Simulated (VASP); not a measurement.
Write the native input for VASP 6.6.1 that does the following.

```yaml
Task: single point
Functional: PBE
Potentials_or_basis: VASP PAW PBE potentials, release 64 (Nb_sv, C_h)
Cutoff: 1300 eV
k_mesh: 6 × 6 × 6
Occupations: gaussian, width 0.2 eV
Spin: no spin polarisation
Dipole_correction: no
Further_INCAR_settings: ALGO = Normal; EDIFF = 1e-06; NBANDS = 40
```

The structure of Nb3C5 lies in POSCAR:

```
Nb3C5
1.0
   -1.6202358900      1.6202358900      7.9818792226
    1.6202358900     -1.6202358900      7.9818792226
    1.6202358900      1.6202358900     -7.9818792226
Nb C
3 5
Direct
    0.0000000000      0.0000000000      0.0000000000
    0.6413469062      0.6413469062      0.0000000000
    0.3586530938      0.3586530938      0.0000000000
    0.1377489912      0.1377489912      0.0000000000
    0.2235710647      0.2235710647      0.0000000000
    0.8622510088      0.8622510088      0.0000000000
    0.7764289353      0.7764289353      0.0000000000
    0.5000000000      0.5000000000      0.0000000000
```

The input as run:

INCAR

```
PREC     = Accurate       # precision mode
ENCUT    = 1300           # plane-wave cutoff, eV
EDIFF    = 1E-6           # SCF threshold, eV
ISMEAR   = 0              # smearing method
SIGMA    = 0.2            # smearing width, eV
LREAL    = F              # projectors in reciprocal space
LASPH    = T              # aspherical terms in the spheres
NELM     = 120            # most SCF steps
ALGO     = Normal         # electronic algorithm
ISIF     = 2              # what is computed and relaxed
LWAVE    = F              # write WAVECAR
LCHARG   = F              # write CHGCAR
GGA      = PE             # functional
NBANDS   = 40             # bands
GGA_COMPAT= F
```

KPOINTS

```
Automatic mesh
0
Gamma
  6 6 6
```

Potentials or basis: VASP PAW PBE potentials, release 64 (Nb_sv, C_h).

Run with:

```console
$ cat potpaw_PBE.64/Nb_sv/POTCAR potpaw_PBE.64/C_h/POTCAR > POTCAR
$ mpirun -np 1 vasp_std > vasp.out
```

It gave:

| Quantity | Value |
| --- | --- |
| Pressure | -0.9 GPa |
| Largest force | 0.065 eV/Å |
| Band gap on the k mesh | zero (an odd number of electrons rules out a gap without spin polarisation) |

Caveat: an odd number of electrons without spin polarisation forces a metal; a magnetic or distorted state may lie lower.

Run time: 59 min on 1 thread of Intel(R) Xeon(R) Platinum 8259CL CPU @ 2.50GHz (Skylake/Cascade Lake), with other jobs on the host, peak memory 1.6 GiB.
